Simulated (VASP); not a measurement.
# Al3BAs2 (R-3m) in VASP: notebook, part 2 of 2

VASP 6.6.1.

## (4) Single point, PBE

This run uses another cell than the first one, of 17.02 Å³/atom, 1.010 times its volume.

Contents of INCAR:

```
ALGO = Normal ; EDIFF = 1E-6
ENCUT = 600 ; GGA = PE
GGA_COMPAT = F ; ISIF = 2
ISMEAR = 0 ; LASPH = T
LCHARG = T ; LELF = T
LREAL = F ; LVHAR = T
LWAVE = F ; NBANDS = 30
NELM = 120 ; PREC = Accurate
SIGMA = 0.1
```

Contents of KPOINTS:

```
k-points
0
Gamma
  6 6 6
```

Contents of POSCAR:

```
Al3BAs2
1.0
    3.1813524634      1.8367547023      2.9120152172
   -3.1813524634      1.8367547023      2.9120152172
    0.0000000000     -3.6735094010      2.9120152194
Al B As
3 1 2
Direct
    0.0000000000      0.5000000000      0.0000000000
    0.5000000000      0.0000000000      0.0000000000
    0.0000000000      0.0000000000      0.5000000000
    0.0000000000      0.0000000000      0.0000000000
    0.6357806507      0.6357806507      0.6357806507
    0.3642193493      0.3642193493      0.3642193493
```

Potentials or basis: VASP PAW PBE potentials, release 64 (Al, B, As_d).

The run is started by

```sh
cat potpaw_PBE.64/Al/POTCAR potpaw_PBE.64/B/POTCAR potpaw_PBE.64/As_d/POTCAR > POTCAR
mpirun -np 1 vasp_std > vasp.out
```

OUTCAR:

```text
EDIFF = 1E-6
   ENCUT = 600
   GGA = PE
   ISIF = 2
   ISMEAR = 0
   LASPH = T
   LREAL = F
   NELM = 120
   PREC = Accurate

 ion  position               nearest neighbor table
   1  0.000  0.500  0.000-   4 2.34   4 2.34   6 2.52   5 2.52   3 3.18   3 3.18   2 3.18   2 3.18

   2  0.500  0.000  0.000-   4 2.34   4 2.34   6 2.52   5 2.52   3 3.18   3 3.18   1 3.18   1 3.18

   3  0.000  0.000  0.500-   4 2.34   4 2.34   6 2.52   5 2.52   2 3.18   1 3.18   1 3.18   2 3.18

   4  0.000  0.000  0.000-   3 2.34   3 2.34   1 2.34   2 2.34   1 2.34   2 2.34
   5  0.636  0.636  0.636-   6 2.37   2 2.52   1 2.52   3 2.52
   6  0.364  0.364  0.364-   5 2.37   2 2.52   1 2.52   3 2.52

  LATTYP: Found a trigonal (rhomboedric) cell.
 ALAT       =     4.6876970847
 COS(alpha) =     0.0788412320

  Lattice vectors:

 A1 = (   3.1813524634,   1.8367547023,   2.9120152172)
 A2 = (  -3.1813524634,   1.8367547023,   2.9120152172)
 A3 = (   0.0000000000,  -3.6735094010,   2.9120152194)

[... 177 lines left out ...]
  ext. energy  EPLUGINS =         0.00000000
  ---------------------------------------------------
  free energy    TOTEN  =       -25.53059867 eV

  energy without entropy =      -25.52069406  energy(sigma->0) =      -25.52564636

 E-fermi :   5.7857     XC(G=0): -10.4386

 val. band max:        5.7714201625   @ k =   0.1667  -0.0000   0.0000
 cond. band min:       5.8416266450   @ k =  -0.3333   0.3333   0.1667
 fundamental gap:      0.0702064824
 Fermi energy:         5.7857260241

 k-point     1 :       0.0000    0.0000    0.0000
  band No.  band energies     occupation
      1     -30.1042      2.00000
      2     -30.0238      2.00000
      3     -30.0238      2.00000
      4     -29.9690      2.00000
      5     -29.9690      2.00000
      6     -29.9443      2.00000
[... 781 lines left out ...]
     29      12.0509      0.00000
     30      12.2320      0.00000

 [... further k-points ...]
[... 5 lines left out ...]
  --------------------------------------------------------------------------------------
  -------------------------------------------------------------------------------------
  Total       -0.0051970     -0.0051970      0.0692688      0.0000000      0.0000000      0.0000000
  in kB       -0.0815565     -0.0815565      1.0870270      0.0000000      0.0000000      0.0000000
  external PRESSURE =       0.3079713 kB  Pullay stress =       0.0000000 kB

 VOLUME and BASIS-vectors are now :
 -----------------------------------------------------------------------------
  energy-cutoff  :      600.00
  volume of cell :      102.10
      direct lattice vectors                 reciprocal lattice vectors
     3.181352463  1.836754702  2.912015217     0.157165861  0.090739752  0.114468266
    -3.181352463  1.836754702  2.912015217    -0.157165861  0.090739752  0.114468266
     0.000000000 -3.673509401  2.912015219     0.000000000 -0.181479505  0.114468266

 POSITION                                       TOTAL-FORCE (eV/Angst)
 -----------------------------------------------------------------------------------
     -1.59068      0.91838      1.45601        -0.000000      0.000000     -0.000000
      1.59068      0.91838      1.45601         0.000000      0.000000      0.000000
      0.00000     -1.83675      1.45601         0.000000      0.000000      0.000000
      0.00000      0.00000      0.00000         0.000000      0.000000      0.000000
      0.00000      0.00000      5.55421         0.000000      0.000000      0.009306
      0.00000      0.00000      3.18184         0.000000     -0.000000     -0.009306
 -----------------------------------------------------------------------------------
    total drift:                                0.000000      0.000000     -0.000000

  FREE ENERGIE OF THE ION-ELECTRON SYSTEM (eV)
  ---------------------------------------------------
  free  energy   TOTEN  =       -25.5305986680 eV

  energy  without entropy=      -25.5206940588  energy(sigma->0) =      -25.52564636
```

OSZICAR:

```text
N       E                     dE             d eps       ncg     rms          rms(c)
DAV:   1     0.375856135070E+03    0.37586E+03   -0.19437E+04  2692   0.565E+03
DAV:   2     0.357538738474E+02   -0.34010E+03   -0.32437E+03  2044   0.123E+03
DAV:   3    -0.227870433462E+02   -0.58541E+02   -0.56497E+02  2052   0.170E+02
DAV:   4    -0.273680981940E+02   -0.45811E+01   -0.45418E+01  2434   0.542E+01
DAV:   5    -0.275047692589E+02   -0.13667E+00   -0.13661E+00  2240   0.110E+01    0.717E+00
DAV:   6    -0.255286936577E+02    0.19761E+01   -0.63708E+00  2492   0.965E+00    0.327E+00
DAV:   7    -0.255609956525E+02   -0.32302E-01   -0.12682E+00  2268   0.485E+00    0.183E+00
DAV:   8    -0.255358586110E+02    0.25137E-01   -0.12125E-01  2512   0.171E+00    0.571E-01
DAV:   9    -0.255307810794E+02    0.50775E-02   -0.35709E-02  2518   0.116E+00    0.160E-01
DAV:  10    -0.255305835439E+02    0.19754E-03   -0.26690E-03  2384   0.317E-01    0.459E-02
DAV:  11    -0.255305991341E+02   -0.15590E-04   -0.24927E-04  2354   0.118E-01    0.276E-02
DAV:  12    -0.255305986142E+02    0.51986E-06   -0.21531E-05  2420   0.329E-02    0.882E-03
DAV:  13    -0.255305986680E+02   -0.53764E-07   -0.17195E-06  1732   0.884E-03
   1 F= -.25530599E+02 E0= -.25525646E+02  d E =-.990461E-02
```

stdout:

```text
POSCAR found type information on POSCAR AlB As
 POSCAR found :  3 types and       6 ions
 scaLAPACK will be used
 LDA part: xc-table for (Slater+PW92), standard interpolation
 POSCAR, INCAR and KPOINTS ok, starting setup
 FFT: planning ... GRIDC
 FFT: planning ... GRID_SOFT
 FFT: planning ... GRID
 WAVECAR not read
 entering main loop
```

It took 77 s on 1 thread of Intel Xeon Platinum 8375C at 2.90GHz (Ice Lake), shared host; peak memory 0.3 GiB.

What came out:

| Item | Value |
| --- | --- |
| Free energy | -25.5306 eV |
| Pressure | 0.0 GPa |
| Largest force | 0.009 eV/Å |
| Band gap on the k mesh | zero (band 21 reaches 7.25 eV, above the bottom of band 22 at 4.94 eV) |

Forces in eV/Å, atoms in the order of the input:
```
Al   0.000  0.000  0.000
Al   0.000  0.000  0.000
Al   0.000  0.000  0.000
B    0.000  0.000  0.000
As   0.000  0.000  0.009
As   0.000  0.000 -0.009
```

## (5) Summary

| potentials or basis | cell | cutoff (eV) | second run | gap on the mesh (eV) | pressure (GPa) | largest force (eV/Å) |
| --- | --- | --- | --- | --- | --- | --- |
| VASP PAW PBE potentials, release 64 (Al, B, As) | a = 5.122 Å, angles 62.9°, 6 atoms | 520 | - | none | -5.0 | 0.16 |
| VASP PAW PBE potentials, release 64 (Al, B, As) | a = 4.688 Å, angles 85.5°, 6 atoms | 520 | - | none | 0.2 | 0.04 |
| VASP PAW PBE potentials, release 64 (Al, B, As_d) | a = 4.688 Å, angles 85.5°, 6 atoms | 600 | valence_matched | none | 0.0 | 0.01 |

Alike in all rows: task single point; level PBE; no spin polarisation; k mesh 6 × 6 × 6; smearing gaussian 0.1 eV.

Absolute energies hang on the potentials; compare differences alone.
